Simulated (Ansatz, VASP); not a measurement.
Two plane-wave programs on ZnCd3O4

The input INCAR:

```
PREC = Accurate
ENCUT = 520
EDIFF = 1E-6
ISMEAR = 0
SIGMA = 0.1
LREAL = False
LASPH = True
NELM = 150
ALGO = Normal
ISIF = 2
LWAVE = False
LCHARG = False
ISPIN = 2
MAGMOM = 0 0 0 0 1 1 1 1
LORBIT = 11
GGA = PE
NBANDS = 50
```

The input KPOINTS:

```
regular mesh
0
Gamma
  6 6 6
```

Contents of POSCAR:

```
ZnCd3O4
1.0
   -2.3454553000      2.3454553000      4.6446835000
    2.3454553000     -2.3454553000      4.6446835000
    2.3454553000      2.3454553000     -4.6446835000
Zn Cd O
1 3 4
Direct
    0.5000000000      0.5000000000      0.0000000000
    0.0000000000      0.0000000000      0.0000000000
    0.7500000000      0.2500000000      0.5000000000
    0.2500000000      0.7500000000      0.5000000000
    0.7244480000      0.7244480000      0.0000000000
    0.5000000000      0.0000000000      0.5000000000
    0.2755520000      0.2755520000      0.0000000000
    0.0000000000      0.5000000000      0.5000000000
```

Input for Ansatz:

```yaml
crystal:
  lattice:
    - [-2.3454553, 2.3454553, 4.6446835]
    - [2.3454553, -2.3454553, 4.6446835]
    - [2.3454553, 2.3454553, -4.6446835]
  atoms:
    - { symbol: Zn, position: [0.5, 0.5, 0.0] }
    - { symbol: Cd, position: [0.0, 0.0, 0.0] }
    - { symbol: Cd, position: [0.75, 0.25, 0.5] }
    - { symbol: Cd, position: [0.25, 0.75, 0.5] }
    - { symbol: O, position: [0.724448, 0.724448, 0.0], spin: 1.0 }
    - { symbol: O, position: [0.5, 0.0, 0.5], spin: 1.0 }
    - { symbol: O, position: [0.275552, 0.275552, 0.0], spin: 1.0 }
    - { symbol: O, position: [0.0, 0.5, 0.5], spin: 1.0 }
basis:
  ecutwfc: 420
kpoints:
  mp_grid: { grid: [6, 6, 6] }
hamiltonian:
  xc: pbe
scf:
  occupations: { method: gaussian, width: 0.1 }
  lower_state_search: "off"
output:
  forces: true
  stress: true
  eigenvalues: true
  populations: true
magnetization:
  spin_polarized: true
```

Alike in both runs: task single point; functional PBE; k mesh 6 × 6 × 6; occupations gaussian, width 0.1 eV; collinear spin.

```csv
,VASP,Ansatz
version,VASP 6.6.1,Ansatz 0.2.0
potentials or method,"VASP PAW PBE potentials, release 64 (Zn, Cd, O), cutoff 520 eV","scalar-relativistic, plane waves, PAW"
valence electrons in the cell,72,96
```

Ansatz gave:

- gap on the k mesh at the Fermi level (eV): none
- pressure (GPa): 0.0
- traceless stress, the component that is largest in VASP (GPa): 0.04
- net moment per atom (μB): 0.00

Which values does VASP return?

gap on the k mesh at the Fermi level (eV): none; pressure (GPa): 1.2; traceless stress, the component that is largest in VASP (GPa): 0.11; net moment per atom (μB): 0.00.

A gap of «none» marks a metal or a gap that the smearing closes. The functional is the same, so the differences come from potentials, cutoffs and numerics. VASP's potentials hold 72 valence electrons a cell and Ansatz's 96, so a difference there can come from the potentials and not from the codes. Ansatz's warnings: seeded moment not kept.
